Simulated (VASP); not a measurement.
Si:

```
Si
1.0
     0.00000    2.64058    2.64058
     2.64058    0.00000    2.64058
     2.64058    2.64058    0.00000
Si
2
Direct
  0.00000 0.00000 0.00000
  0.25000 0.25000 0.25000
```

Base run:

* Program: VASP 6.6.1
* Functional: PBE
* Potentials or basis: VASP PAW PBE potentials, release 64 (Si)
* Cutoff: 520 eV
* k mesh: 8 × 8 × 8
* Occupations: gaussian, width 0.01 eV
* Spin: no spin polarisation

Its results: band gap on the k mesh 0.47 eV, indirect (least direct gap 2.59 eV); pressure 11.6 GPa.

**Question.** The run is repeated on the same cell with these changes: functional from PBE to PBEsol; further incar settings from ALGO = Normal; EDIFF = 1e-06; NBANDS = 11 to ALGO = Normal; EDIFF = 1e-07; NBANDS = 11. What comes out?

**Answer.** Band gap on the k mesh 0.36 eV, indirect (least direct gap 2.55 eV); pressure 9.7 GPa.

Caveats: the PAW data sets were made with another functional, which shifts forces and pressure a little (some runs).

A k mesh can miss the band edges.
